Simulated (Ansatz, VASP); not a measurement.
## One calculation of ZnCd3Te2, two programs

```xyz
6
Lattice="7.4398 0.0000 0.0000 -3.7199 6.4430 0.0000 0.0000 0.0000 4.2750" Properties=species:S:1:pos:R:3 pbc="T T T"
Zn    0.0000    0.0000    2.1375
Cd    1.8599    3.2215    2.1375
Cd    3.7199    0.0000    2.1375
Cd   -1.8599    3.2215    2.1375
Te    3.7199    2.1477    0.0000
Te    0.0000    4.2953    0.0000
```

Change from the starting cell: species swapped into the ErCo3Ge2 type (P6mm, No. 183).

Alike in both runs: functional PBE; k mesh 6 × 6 × 10; occupations gaussian, width 0.1 eV; no spin polarisation.

Ansatz relaxed the structure, and its values are those at the end. VASP's run is a single point on that final structure, the one shown.

|  | VASP | Ansatz |
| --- | --- | --- |
| version | VASP 6.6.1 | Ansatz 0.2.0 |
| potentials or method | VASP PAW PBE potentials, release 64 (Zn, Cd, Te), cutoff 520 eV | scalar-relativistic, plane waves, PAW |
| valence electrons in the cell | 60 | 104 |

|  | VASP | Ansatz | Ansatz less VASP |
| --- | --- | --- | --- |
| gap on the k mesh at the Fermi level (eV) | none | none | - |
| pressure (GPa) | 0.1 | 0.0 | -0.09 |

A gap of «none» marks a metal or a gap that the smearing closes. VASP's potentials hold 60 valence electrons a cell and Ansatz's 104, so a difference there can come from the potentials and not from the codes.

Spin-orbit coupling is off throughout.
